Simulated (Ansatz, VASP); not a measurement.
Zr2PdS3: VASP beside Ansatz

```
Zr Pd S
1.0
     6.44354    0.00000    0.00000
    -3.22177    5.58027    0.00000
     0.00000    0.00000    3.48649
Zr Pd S
2 1 3
Direct
  0.33333 0.66667 0.00000
  0.66667 0.33333 0.00000
  0.00000 0.00000 0.00000
  0.50000 0.00000 0.50000
  0.00000 0.50000 0.50000
  0.50000 0.50000 0.50000
```

Change from the starting cell: species swapped into the LaNi3Rh2 type (P6/mmm, No. 191).

Alike in both runs: task relaxation of cell and atoms; functional PBE; k mesh 3 × 3 × 6; occupations gaussian, width 0.1 eV; no spin polarisation.

|  | VASP | Ansatz |
| --- | --- | --- |
| version | VASP 6.6.1 | Ansatz 0.2.0 |
| potentials or method | VASP PAW PBE potentials, release 64 (Zr_sv, Pd, S), cutoff 600 eV | scalar-relativistic, plane waves, PAW |
| valence electrons in the cell | 52 | 60 |

|  | VASP | Ansatz | Ansatz less VASP |
| --- | --- | --- | --- |
| gap on the k mesh at the Fermi level, each at its own relaxed structure (eV) | none | none | - |
| relaxed volume (Å³/atom) | 20.89 | 20.89 | 0.000 |
| relaxed length of the cell vector where the two differ most in proportion (Å) | 3.486 | 3.486 | 0.0000 |

A gap of «none» marks a metal or a gap that the smearing closes. VASP's potentials hold 52 valence electrons a cell and Ansatz's 60, so a difference there can come from the potentials and not from the codes.

The k mesh is coarse, so the values compare programs but aren't converged. Noted on VASP's run: the relaxation stopped at its first step, so nothing moved.
